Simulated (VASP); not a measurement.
# PbO (Litharge): single point with PBEsol

Crystal: PbO (Litharge).

```xyz
4
Lattice="3.9361 0.0000 0.0000 0.0000 3.9361 0.0000 0.0000 0.0000 4.9423" Properties=species:S:1:pos:R:3 pbc="T T T"
Pb    1.9680    0.0000    3.7561
Pb    0.0000    1.9680    1.1861
O     1.9680    1.9680    0.0000
O     0.0000    0.0000    0.0000
```

This cell differs from its parent crystal: volume scaled by 0.96.

| Item | Value |
| --- | --- |
| Program | VASP 6.6.1 |
| Task | single point |
| Functional | PBEsol |
| Potentials or basis | VASP PAW PBE potentials, release 64 (Pb_d, O) |
| Cutoff | 520 eV |
| k mesh | 7 × 7 × 6 |
| Occupations | fermi-dirac, width 0.05 eV |
| Spin | no spin polarisation |
| Dipole correction | no |
| Further INCAR settings | ALGO = Normal; EDIFF = 1e-07; NBANDS = 28 |

| Quantity | Value |
| --- | --- |
| Pressure | 2.8 GPa |
| Largest force | 0.266 eV/Å |
| Band gap on the k mesh | 1.30 eV, indirect (least direct gap 2.34 eV) |

Forces on the atoms (eV/Å):
```
Pb   0.000  0.000 -0.266
Pb   0.000  0.000  0.266
O    0.000  0.000  0.000
O    0.000  0.000  0.000
```

Stress tensor (GPa, compression positive):
```
3.11 0.00 0.00
0.00 3.11 0.00
0.00 0.00 2.11
```

Levels at points of the mesh, in eV from the valence-band top:
```tsv
k point	band 16	band 17	band 18	band 19	band 20	band 21	band 22	band 23	band 24	band 25
(0.00, 0.00, 0.00)	-4.51	-1.84	-1.78	-1.78	0.00	2.43	5.55	5.61	5.61	6.67
(0.00, 0.00, 0.50)	-4.23	-1.88	-1.81	-1.81	-1.08	1.93	3.89	3.89	4.22	8.68
```

Wall time 45 s on 1 thread of Intel(R) Xeon(R) 6975P-C (Granite Rapids), on a shared host, peak memory 0.21 GiB.

Caveat: the PAW data sets were made with another functional, which shifts forces and pressure a little; spin-orbit coupling is left out, which moves the levels of the heavy elements. A k mesh can miss the band edges.
